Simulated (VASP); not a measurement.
# Ti in VASP: further runs

Ti is run at these levels: PBEsol, PBE; tasks: single point.

All numbers are computed with VASP 6.6.1; they aren't measurements. Logs are shortened: lines on timing, memory, paths and dates and some standing lists are left out, and cuts for length are marked.

### Step 1. The cell of the first run

It takes space group Im-3m (No. 229, cubic). Conventional cell: a = 3.203 Å, b = 3.203 Å, c = 3.203 Å, α = 90.00°, β = 90.00°, γ = 90.00°. Within 3.7 Å of Ti (site symmetry m-3m) lie 14 Ti at 2.77 to 3.20 Å.

This isn't the form of Ti at room conditions, which is hcp.

### Step 2. Single point, PBEsol (strained)

Contents of INCAR:

```
SYSTEM = Ti
PREC = Accurate
ENCUT = 500
EDIFF = 1E-6
ISMEAR = 0
SIGMA = 0.1
LREAL = .FALSE.
LASPH = .TRUE.
NELM = 120
ALGO = Normal
ISIF = 2
LWAVE = .FALSE.
LCHARG = .TRUE.
GGA = PS
LELF = .TRUE.
LVHAR = .TRUE.
NBANDS = 12
GGA_COMPAT = .FALSE.
```

Contents of KPOINTS:

```
Automatic mesh
0
G
  18 18 18
  0 0 0
```

Contents of POSCAR:

```
Ti
1.0
   -1.6015831800      1.6015831800      1.6015831800
    1.6015831800     -1.6015831800      1.6015831800
    1.6015831800      1.6015831800     -1.6015831800
Ti
1
Direct
    0.0000000000      0.0000000000      0.0000000000
```

Potentials or basis: VASP PAW PBE potentials, release 64 (Ti_sv).

Command:

```
> cat potpaw_PBE.64/Ti_sv/POTCAR > POTCAR
> mpirun -np 1 vasp_std > vasp.out
```

OUTCAR:

```text
SYSTEM = Ti
   PREC = Accurate
   ENCUT = 500
   EDIFF = 1E-6
   ISMEAR = 0
   LREAL = .FALSE.
   LASPH = .TRUE.
   NELM = 120
   ISIF = 2
   GGA = PS

 ion  position               nearest neighbor table
   1  0.000  0.000  0.000-

  LATTYP: Found a body centered cubic cell.
 ALAT       =     3.2031663600

  Lattice vectors:

 A1 = (  -1.6015831800,   1.6015831800,   1.6015831800)
 A2 = (   1.6015831800,  -1.6015831800,   1.6015831800)
 A3 = (   1.6015831800,   1.6015831800,  -1.6015831800)

Analysis of symmetry for initial positions (statically):
=====================================================================
 Subroutine PRICEL returns:
 Original cell was already a primitive cell.

 Routine SETGRP: Setting up the symmetry group for a
 body centered cubic supercell.

 Subroutine GETGRP returns: Found 48 space group operations
 (whereof 48 operations were pure point group operations)
 out of a pool of 48 trial point group operations.

The static configuration has the point symmetry O_h .

Analysis of symmetry for dynamics (positions and initial velocities):
=====================================================================
 Subroutine PRICEL returns:
 Original cell was already a primitive cell.

 Routine SETGRP: Setting up the symmetry group for a
 body centered cubic supercell.

 Subroutine GETGRP returns: Found 48 space group operations
 (whereof 48 operations were pure point group operations)
 out of a pool of 48 trial point group operations.

The dynamic configuration has the point symmetry O_h .

 Subroutine INISYM returns: Found 48 space group operations
 (whereof 48 operations are pure point group operations),
 and found     1 'primitive' translations

----------------------------------------------------------------------------------------

                                     Primitive cell

  volume of cell :      16.4327

  direct lattice vectors                    reciprocal lattice vectors
    -1.601583180  1.601583180  1.601583180     0.000000000  0.312191091  0.312191091
     1.601583180 -1.601583180  1.601583180     0.312191091  0.000000000  0.312191091
     1.601583180  1.601583180 -1.601583180     0.312191091  0.312191091  0.000000000

  length of vectors
     2.774023440  2.774023440  2.774023440     0.441504875  0.441504875  0.441504875

  position of ions in fractional coordinates (direct lattice)
     0.000000000  0.000000000  0.000000000

  ion indices of the primitive-cell ions
   primitive index   ion index
                 1           1

----------------------------------------------------------------------------------------

 KPOINTS: Automatic mesh

Automatic generation of k-mesh.
 Grid dimensions read from file:
 generate k-points for:   18   18   18

 Generating k-lattice:

  Cartesian coordinates                     Fractional coordinates (reciprocal lattice)
     0.000000000  0.017343949  0.017343949     0.055555556  0.000000000  0.000000000
     0.017343949  0.000000000  0.017343949     0.000000000  0.055555556  0.000000000
     0.017343949  0.017343949  0.000000000     0.000000000  0.000000000  0.055555556

  Length of vectors
     0.024528049  0.024528049  0.024528049

  Shift w.r.t. Gamma in fractional coordinates (k-lattice)
     0.000000000  0.000000000  0.000000000

 Subroutine IBZKPT returns following result:
 ===========================================

 Found    195 irreducible k-points:

 Following reciprocal coordinates:
            Coordinates               Weight
  0.000000  0.000000  0.000000      1.000000
  0.055556  0.000000  0.000000     12.000000
  0.111111  0.000000  0.000000     12.000000
  0.166667  0.000000  0.000000     12.000000
  0.222222  0.000000  0.000000     12.000000
  0.277778  0.000000  0.000000     12.000000
[... 16 lines left out ...]
  0.333333  0.111111  0.000000     48.000000
  0.388889  0.111111  0.000000     48.000000
 [... further k-points ...]
   k-points           NKPTS =    195   k-points in BZ     NKDIM =    195   number of bands    NBANDS=     12
   number of dos      NEDOS =    301   number of ions     NIONS =      1
   total plane-waves  NPLWV =   8000
   dimension x,y,z NGX =    20 NGY =   20 NGZ =   20
   dimension x,y,z NGXF=    40 NGYF=   40 NGZF=   40
   ions per type =               1
   NGX,Y,Z   is equivalent  to a cutoff of  11.99, 11.99, 11.99 a.u.
   NGXF,Y,Z  is equivalent  to a cutoff of  23.97, 23.97, 23.97 a.u.
 SYSTEM =  Ti
   PREC   = accura    normal or accurate (medium, high low for compatibility)
   ISTART =      0    job   : 0-new  1-cont  2-samecut
   ICHARG =      2    charge: 1-file 2-atom 10-const
   ISPIN  =      1    spin polarized calculation?
   LNONCOLLINEAR =      F non collinear calculations
   LSORBIT =      F    spin-orbit coupling
   LASPH  =      T    aspherical Exc in radial PAW
   ENCUT  =  500.0 eV  36.75 Ry    6.06 a.u.   5.06  5.06  5.06*2*pi/ulx,y,z
   NELM   =    120;   NELMIN=  2; NELMDL= -5     # of ELM steps
   EDIFF  = 0.1E-05   stopping-criterion for ELM
   LREAL  =      F    real-space projection
   EDIFFG = 0.1E-04   stopping-criterion for IOM
   NSW    =      0    number of steps for IOM
   IBRION =     -1    ionic relax: 0-MD 1-quasi-New 2-CG
   NFREE  =      0    steps in history (QN), initial steepest desc. (CG)
   ISIF   =      2    stress and relaxation
   ISYM   =      2    0-nonsym 1-usesym 2-fastsym
   POTIM  = 0.5000    time-step for ionic-motion
   TEBEG  =    0.0;   TEEND  =   0.0 temperature during run
   PSTRESS=    0.0 pullay stress
   NELECT =      12.0000    total number of electrons
   NUPDOWN=      -1.0000    fix difference up-down
   EMIN   =  10.00;   EMAX   =-10.00  energy-range for DOS
   EFERMI =   0.00;   METHOD = LEGACY
   ISMEAR =     0;   SIGMA  =   0.10  broadening in eV -4-tet -1-fermi 0-gaus
   EFERMI_NEDOS =   21; number of points for ismear=-14 and -15
   IALGO  =     38    algorithm
   IMIX   =      4    mixing-type and parameters
     AMIX     =   0.40;   BMIX     =  1.00
     AMIX_MAG =   1.60;   BMIX_MAG =  1.00
  volume/ion in A,a.u.               =      16.43       110.89
  Fermi-wavevector in a.u.,A,eV,Ry     =   1.474232  2.785894 29.570346  2.173359
  Thomas-Fermi vector in A             =   2.589028
   LORBIT       =      0    0 simple, 1 ext, 2 COOP (PROOUT), +10 PAW based schemes
   GGA     = PS    functional components
   LHFCALC =     F    Hartree Fock is set to
   AEXX    =    0.0000 exact exchange contribution
   IVDW    =     0    specifies the selected vdW correction
   LEPSILON=     F    determine dielectric tensor
   LRPA    =     F    only Hartree local field effects (RPA)
 non-spin polarized calculation
 Gauss-broadening in eV      SIGMA  =   0.10
  energy-cutoff  :      500.00
  volume of cell :       16.43
 maximum number of plane-waves:       430
   NGX = 11   NGY = 11   NGZ = 11

 number of electron      12.0000005 magnetization

 Free energy of the ion-electron system (eV)
  ---------------------------------------------------
  ext. energy  EPLUGINS =         0.00000000
  ---------------------------------------------------
  free energy    TOTEN  =        -8.24074193 eV

  energy without entropy =       -8.22976315  energy(sigma->0) =       -8.23525254

 E-fermi :   8.5394     XC(G=0): -11.8987

 val. band max:        8.5351410085   @ k =   0.3333   0.2222   0.0000
 cond. band min:       8.5443713947   @ k =  -0.4444   0.5000   0.1111
 fundamental gap:      0.0092303863
 Fermi energy:         8.5393830657

 k-point     1 :       0.0000    0.0000    0.0000
  band No.  band energies     occupation
      1     -47.6503      2.00000
      2     -23.5292      2.00000
      3     -23.5292      2.00000
      4     -23.5292      2.00000
      5       2.4735      2.00000
      6       9.5727      0.00000
      7       9.5727      0.00000
      8       9.5727      0.00000
      9      11.4699      0.00000
     10      11.4699      0.00000
     11      26.3576      0.00000
     12      26.3576      0.00000

 k-point     2 :       0.0556    0.0000    0.0000
  band No.  band energies     occupation
      1     -47.6452      2.00000
      2     -23.5549      2.00000
      3     -23.5370      2.00000
      4     -23.5294      2.00000
      5       2.5856      2.00000
      6       9.5198      0.00000
      7       9.5587      0.00000
      8       9.6559      0.00000
      9      11.4062      0.00000
     10      11.4729      0.00000
     11      26.2244      0.00000
     12      26.3582      0.00000

 k-point     3 :       0.1111    0.0000    0.0000
  band No.  band energies     occupation
      1     -47.6309      2.00000
      2     -23.6287      2.00000
      3     -23.5594      2.00000
      4     -23.5299      2.00000
      5       2.9126      2.00000
      6       9.3708      0.00000
      7       9.4973      0.00000
      8       9.9010      0.00000
      9      11.2611      0.00000
     10      11.4839      0.00000
     11      25.7771      0.00000
     12      26.2710      0.00000
[... 286 lines left out ...]
 k-point    23 :       0.3333    0.1111    0.0000
  band No.  band energies     occupation
      1     -47.4965      2.00000
      2     -24.2345      2.00000
      3     -23.7780      2.00000
      4     -23.5687      2.00000
      5       6.0467      2.00000
      6       8.2259      1.99999
      7       8.8622      0.00000
      8      11.3147      0.00000
      9      11.8934      0.00000
     10      13.0103      0.00000
     11      19.3640      0.00000
     12      22.4974      0.00000

 k-point    24 :       0.3889    0.1111    0.0000
  band No.  band energies     occupation
      1     -47.4826      2.00000
      2     -24.2917      2.00000
      3     -23.8048      2.00000
      4     -23.5698      2.00000
      5       6.1909      2.00000
      6       8.1325      2.00000
      7       9.1814      0.00000
      8      11.3907      0.00000
      9      11.9850      0.00000
     10      13.4868      0.00000
     11      18.2976      0.00000
     12      22.1248      0.00000

 [... further k-points ...]

------------------------ aborting loop because EDIFF is reached ----------------------------------------

  FORCE on cell =-STRESS in cart. coord.  units (eV):
  Direction    XX          YY          ZZ          XY          YZ          ZX
  --------------------------------------------------------------------------------------
  -------------------------------------------------------------------------------------
  Total        0.0426545      0.0426545      0.0426545     -0.0000000      0.0000000      0.0000000
  in kB        4.1587916      4.1587916      4.1587916     -0.0000000      0.0000000      0.0000000
  external PRESSURE =       4.1587916 kB  Pullay stress =       0.0000000 kB

 VOLUME and BASIS-vectors are now :
 -----------------------------------------------------------------------------
  energy-cutoff  :      500.00
  volume of cell :       16.43
      direct lattice vectors                 reciprocal lattice vectors
    -1.601583180  1.601583180  1.601583180     0.000000000  0.312191091  0.312191091
     1.601583180 -1.601583180  1.601583180     0.312191091  0.000000000  0.312191091
     1.601583180  1.601583180 -1.601583180     0.312191091  0.312191091  0.000000000

 POSITION                                       TOTAL-FORCE (eV/Angst)
 -----------------------------------------------------------------------------------
      0.00000      0.00000      0.00000         0.000000      0.000000      0.000000
 -----------------------------------------------------------------------------------
    total drift:                                0.000000      0.000000      0.000000

  FREE ENERGIE OF THE ION-ELECTRON SYSTEM (eV)
  ---------------------------------------------------
  free  energy   TOTEN  =        -8.2407419274 eV

  energy  without entropy=       -8.2297631527  energy(sigma->0) =       -8.23525254
```

It took 46 s on 1 thread of Intel Xeon 8259CL, shared host; peak memory 0.15 GiB.

What came out:

* Free energy: -8.2407 eV
* Pressure: 0.4 GPa
* Band gap on the k mesh: zero (bands 6 and 7 overlap by 1.62 eV)

Caveat: the cell differs from its parent crystal (strained); the PAW data sets were made with another functional, which shifts forces and pressure a little.

### Step 3. Single point, PBE (strained)

Contents of INCAR:

```
SYSTEM = Ti
PREC = Accurate ; ENCUT = 500
EDIFF = 1E-6 ; ISMEAR = 0
SIGMA = 0.1 ; LREAL = .False.
LASPH = .True. ; NELM = 120
ALGO = Normal ; ISIF = 2
LWAVE = .False. ; LCHARG = .False.
GGA = PE ; NBANDS = 12
GGA_COMPAT = .False.
```

Contents of KPOINTS:

```
Automatic mesh
0
Gamma
  18 18 18
  0 0 0
```

Contents of POSCAR:

```
Ti
1.0
   -1.6138742700      1.6138742700      1.6138742700
    1.6138742700     -1.6138742700      1.6138742700
    1.6138742700      1.6138742700     -1.6138742700
Ti
1
Direct
    0.0000000000      0.0000000000      0.0000000000
```

Potentials or basis: VASP PAW PBE potentials, release 64 (Ti_sv).

Command:

```
> cat potpaw_PBE.64/Ti_sv/POTCAR > POTCAR
> mpirun -np 1 vasp_std > vasp.out
```

Run time: 43 s. Hardware: 1 thread of Intel Xeon 8259CL, shared host; peak memory 0.15 GiB.

Results (log left out):

| Quantity | Value |
| --- | --- |
| Free energy | -7.7272 eV |
| Pressure | 2.5 GPa |
| Band gap on the k mesh | zero (bands 6 and 7 overlap by 1.61 eV) |

Levels at points of the mesh, in eV from the Fermi level:
```csv
k point,band 2,band 3,band 4,band 5,band 6,band 7,band 8,band 9,band 10,band 11
"(0.00, 0.00, 0.00)",-32.29,-32.29,-32.29,-6.02,1.02,1.02,1.02,2.84,2.84,17.64
"(0.50, 0.00, 0.00)",-33.03,-32.52,-32.29,-2.53,-0.43,1.24,2.84,3.20,4.44,9.13
"(0.50, 0.50, 0.50)",-32.80,-32.80,-32.80,-2.21,-2.21,4.07,4.07,4.07,8.65,8.65
```

Caveat: the cell differs from its parent crystal (strained).

### Step 4. Single point, PBEsol (strained)

Contents of INCAR:

```
SYSTEM = Ti
ALGO     = Normal         ! electronic algorithm
EDIFF    = 1E-6           ! SCF threshold, eV
ENCUT    = 500            ! plane-wave cutoff, eV
GGA      = PS             ! functional
GGA_COMPAT= .FALSE.      
ISIF     = 2              ! what is computed and relaxed
ISMEAR   = 0              ! smearing method
LASPH    = .TRUE.         ! aspherical terms in the spheres
LCHARG   = .FALSE.        ! write CHGCAR
LREAL    = .FALSE.        ! projectors in reciprocal space
LWAVE    = .FALSE.        ! write WAVECAR
NBANDS   = 12             ! bands
NELM     = 120            ! most SCF steps
PREC     = Accurate       ! precision mode
SIGMA    = 0.1            ! smearing width, eV
```

Contents of KPOINTS:

```
k-points
0
G
  18 18 18
  0 0 0
```

Contents of POSCAR:

```
Ti
1.0
   -1.6322698800      1.6322698800      1.6322698800
    1.6322698800     -1.6322698800      1.6322698800
    1.6322698800      1.6322698800     -1.6322698800
Ti
1
Direct
    0.0000000000      0.0000000000      0.0000000000
```

Command:

```
> cat potpaw_PBE.64/Ti_sv/POTCAR > POTCAR
> mpirun -np 1 vasp_std > vasp.out
```

It took 44 s on 1 thread of Intel Xeon 8259CL, shared host; peak memory 0.17 GiB.

Results (log left out):

```
Free energy            : -8.2254 eV
Pressure               : -5.5 GPa
Band gap on the k mesh : zero (bands 6 and 7 overlap by 1.58 eV)
```

Levels at points of the mesh, in eV from the Fermi level:
| k point | band 2 | band 3 | band 4 | band 5 | band 6 | band 7 | band 8 | band 9 | band 10 | band 11 |
| --- | --- | --- | --- | --- | --- | --- | --- | --- | --- | --- |
| (0.00, 0.00, 0.00) | -32.25 | -32.25 | -32.25 | -5.95 | 0.98 | 0.98 | 0.98 | 2.75 | 2.75 | 17.41 |
| (0.50, 0.00, 0.00) | -32.93 | -32.47 | -32.26 | -2.46 | -0.40 | 1.15 | 2.73 | 3.09 | 4.28 | 8.76 |
| (0.50, 0.50, 0.50) | -32.72 | -32.72 | -32.72 | -2.10 | -2.10 | 3.93 | 3.93 | 3.93 | 8.34 | 8.34 |

Caveat: the cell differs from its parent crystal (strained); the cell stands under tension; the PAW data sets were made with another functional, which shifts forces and pressure a little.

### Step 5. Single point, PBEsol (strained)

Contents of INCAR:

```
  PREC = Accurate
  ENCUT = 500
  EDIFF = 1E-6
  ISMEAR = 0
  SIGMA = 0.1
  LREAL = False
  LASPH = True
  NELM = 120
  ALGO = Normal
  ISIF = 2
  LWAVE = False
  LCHARG = True
  GGA = PS
  LELF = True
  LVHAR = True
  NBANDS = 12
  GGA_COMPAT = False
```

Contents of KPOINTS:

```
regular mesh
0
Gamma
  18 18 18
```

Contents of POSCAR:

```
Ti
1.0
   -1.6526018700      1.6526018700      1.6526018700
    1.6526018700     -1.6526018700      1.6526018700
    1.6526018700      1.6526018700     -1.6526018700
Ti
1
Direct
    0.0000000000      0.0000000000      0.0000000000
```

Command:

```
> cat potpaw_PBE.64/Ti_sv/POTCAR > POTCAR
> mpirun -np 1 vasp_std > vasp.out
```

Run time: 46 s. Hardware: 1 thread of Intel Xeon 8259CL, shared host; peak memory 0.16 GiB.

The run converged. Its results:

```yaml
Free_energy: -8.1963 eV
Pressure: -8.8 GPa
Band_gap_on_the_k_mesh: zero (bands 6 and 7 overlap by 1.54 eV)
```

Levels at points of the mesh, in eV from the Fermi level:
```
           k point  band 2  band 3  band 4  band 5  band 6  band 7  band 8  band 9  band 10  band 11
(0.00, 0.00, 0.00)  -32.37  -32.37  -32.37   -5.87    0.95    0.95    0.95    2.64     2.64    17.15
(0.50, 0.00, 0.00)  -32.97  -32.56  -32.37   -2.37   -0.37    1.04    2.61    2.95     4.08     8.36
(0.50, 0.50, 0.50)  -32.79  -32.79  -32.79   -1.98   -1.98    3.75    3.75    3.75     8.05     8.05
```

Caveat: the cell differs from its parent crystal (strained); the cell stands under tension; the PAW data sets were made with another functional, which shifts forces and pressure a little.

### Step 6. Single point, PBEsol (strained)

Contents of INCAR:

```
ALGO = Normal ; EDIFF = 1E-6
ENCUT = 500 ; GGA = PS
GGA_COMPAT = F ; ISIF = 2
ISMEAR = 0 ; LASPH = T
LCHARG = F ; LREAL = F
LWAVE = F ; NBANDS = 12
NELM = 120 ; PREC = Accurate
SIGMA = 0.1
```

Contents of KPOINTS:

```
k-points
0
Gamma
  16 16 16
```

Contents of POSCAR:

```
Ti
1.0
   -1.5665150100      1.5911300100      1.5911300100
    1.5665150100     -1.5911300100      1.5911300100
    1.5665150100      1.5911300100     -1.5911300100
Ti
1
Direct
    0.0000000000      0.0000000000      0.0000000000
```

Potentials or basis: VASP PAW PBE potentials, release 64 (Ti_sv).

Command:

```
> cat potpaw_PBE.64/Ti_sv/POTCAR > POTCAR
> mpirun -np 1 vasp_std > vasp.out
```

Run time: 67 s. Hardware: 1 thread of Intel Xeon 8259CL, shared host; peak memory 0.17 GiB.

Results (log left out):

```yaml
Free_energy: -8.2329 eV
Pressure: 4.6 GPa
Band_gap_on_the_k_mesh: zero (bands 6 and 7 overlap by 1.76 eV)
```

Stress tensor (GPa, compression positive):
```
4.65 0.00 0.00
0.00 4.55 0.00
0.00 0.00 4.55
```

Levels at points of the mesh, in eV from the Fermi level:
```tsv
k point	band 2	band 3	band 4	band 5	band 6	band 7	band 8	band 9	band 10	band 11
(0.00, 0.00, 0.00)	-31.95	-31.95	-31.95	-6.14	0.98	1.10	1.10	2.96	3.11	17.97
(0.50, 0.00, 0.00)	-32.87	-32.23	-31.96	-2.69	-0.41	1.38	2.95	3.40	4.79	9.74
(0.00, 0.50, 0.00)	-32.86	-32.24	-31.97	-2.70	-0.56	1.50	3.08	3.48	4.81	9.87
(0.50, 0.50, 0.50)	-32.58	-32.58	-32.55	-2.46	-2.41	4.39	4.39	4.42	8.97	8.97
```

Caveat: the cell differs from its parent crystal (strained); the cell stands under pressure; the PAW data sets were made with another functional, which shifts forces and pressure a little.

### Step 7. The runs side by side

```tsv
level	cell	k mesh	gap on the mesh (eV)	pressure (GPa)
PBEsol	a = 2.774 Å, angles 109.5°, 1 atom	18 × 18 × 18	none	0.4
PBE	a = 2.795 Å, angles 109.5°, 1 atom	18 × 18 × 18	none	2.5
PBEsol	a = 2.827 Å, angles 109.5°, 1 atom	18 × 18 × 18	none	-5.5
PBEsol	a = 2.862 Å, angles 109.5°, 1 atom	18 × 18 × 18	none	-8.8
PBEsol	a = 2.742 Å, angles 110.3, 109.1, 109.1°, 1 atom	16 × 16 × 16	none	4.6
```

Alike in all rows: task single point; potentials or basis VASP PAW PBE potentials, release 64 (Ti_sv); no spin polarisation; cutoff (eV) 500; smearing gaussian 0.1 eV.

Caveats: the PAW data sets were made with another functional, which shifts forces and pressure a little (at least some runs); the cell stands under tension (at least some runs); the cell stands under pressure (at least some runs).

Absolute energies hang on the potentials; compare differences alone.
